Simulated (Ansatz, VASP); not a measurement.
**Two plane-wave programs on Ti**

POSCAR

```
Ti
1.0
    0.0000000000      2.0955286344      2.0955286344
    2.0955286344      0.0000000000      2.0955286344
    2.0955286344      2.0955286344      0.0000000000
Ti
1
Direct
    0.0000000000      0.0000000000      0.0000000000
```

INCAR.step1

```
SYSTEM = Ti
ALGO = Normal
EDIFF = 1E-4
ENCUT = 520
GGA = PE
ISMEAR = -1
LASPH = .True.
LCHARG = .False.
LREAL = .False.
LWAVE = .True.
NBANDS = 12
NELM = 60
PREC = Accurate
SIGMA = 0.1
```

Contents of INCAR.step2:

```
SYSTEM = Ti
ALGO = Normal
EDIFF = 1E-6
ENCUT = 520
ISIF = 2
ISMEAR = -1
ISTART = 1
LASPH = .True.
LCHARG = .False.
LMIXTAU = .True.
LREAL = .False.
LWAVE = .False.
METAGGA = R2SCAN
NBANDS = 12
NELM = 60
PREC = Accurate
SIGMA = 0.1
```

File KPOINTS:

```
k-points
0
Gamma
  12 12 12
  0 0 0
```

Input for Ansatz:

```yaml
crystal:
  lattice:
    - [0.0, 2.0955286343764254, 2.0955286343764254]
    - [2.0955286343764254, 0.0, 2.0955286343764254]
    - [2.0955286343764254, 2.0955286343764254, 0.0]
  atoms:
    - { symbol: Ti, position: [0.0, 0.0, 0.0] }
basis:
  ecutwfc: 600.0
kpoints:
  mp_grid:
    grid: [12, 12, 12]
hamiltonian:
  xc: r2scan
scf:
  convergence:
    dr2_threshold: 1.0e-09
  occupations:
    method: fermi_dirac
    width: 0.1
output:
  stress: true
```

Alike in both runs: task single point; functional r2SCAN; k mesh 12 × 12 × 12; occupations fermi-dirac, width 0.1 eV; no spin polarisation.

|  | VASP | Ansatz |
| --- | --- | --- |
| version | VASP 6.6.1 | Ansatz 0.2.0 |
| potentials or method | VASP PAW PBE potentials, release 64 (Ti_sv), cutoff 520 eV | plane waves, PAW |
| valence electrons in the cell | 12 | 12 |

```tsv
	VASP	Ansatz	Ansatz less VASP
pressure (GPa)	-5.4	-5.7	-0.33
```

VASP's potentials were made for PBE, not for r2SCAN. The functional is the same, so the differences come from potentials, cutoffs and numerics. Ansatz's warnings: stress scf threshold loose.
